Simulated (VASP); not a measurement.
Here is a VASP 6.6.1 calculation.

INCAR

```
ALGO = Normal
EDIFF = 1E-6
ENCUT = 520
GGA = PE
ISIF = 2
ISMEAR = 0
IVDW = 12
LASPH = T
LCHARG = F
LREAL = F
LWAVE = F
NBANDS = 35
NELM = 80
PREC = Accurate
SIGMA = 0.02
```

The input KPOINTS:

```
k-points
0
Gamma
  9 9 2
```

POSCAR

```
WSe2
1.0
    3.3038269296      0.0000000000      0.0000000000
   -1.6519134648      2.8611980507      0.0000000000
    0.0000000000      0.0000000000     13.3529781261
W Se
2 4
Direct
    0.3333333333      0.6666666667      0.2500000000
    0.6666666667      0.3333333333      0.7500000000
    0.3333333333      0.6666666667      0.6241140195
    0.6666666667      0.3333333333      0.1241140195
    0.3333333333      0.6666666667      0.8758859805
    0.6666666667      0.3333333333      0.3758859805
```

Potentials or basis: VASP PAW PBE potentials, release 64 (W_sv, Se).

Command:

```sh
$ cat potpaw_PBE.64/W_sv/POTCAR potpaw_PBE.64/Se/POTCAR > POTCAR
$ mpirun -np 1 vasp_std > vasp.out
```

Q: Estimate the pressure.

A: -1.7 GPa.

Q: Predict the dispersion energy per atom.

A: -0.447 eV.

Q: What does it give for the band gap on the k mesh?

A: 1.18 eV, indirect (least direct gap 1.52 eV).

Stress tensor (GPa, compression positive):
```
-1.73  0.00  0.00
 0.00 -1.73  0.00
 0.00  0.00 -1.61
```

Caveat: spin-orbit coupling is left out, which moves the levels of the heavy elements. A k mesh can miss the band edges.
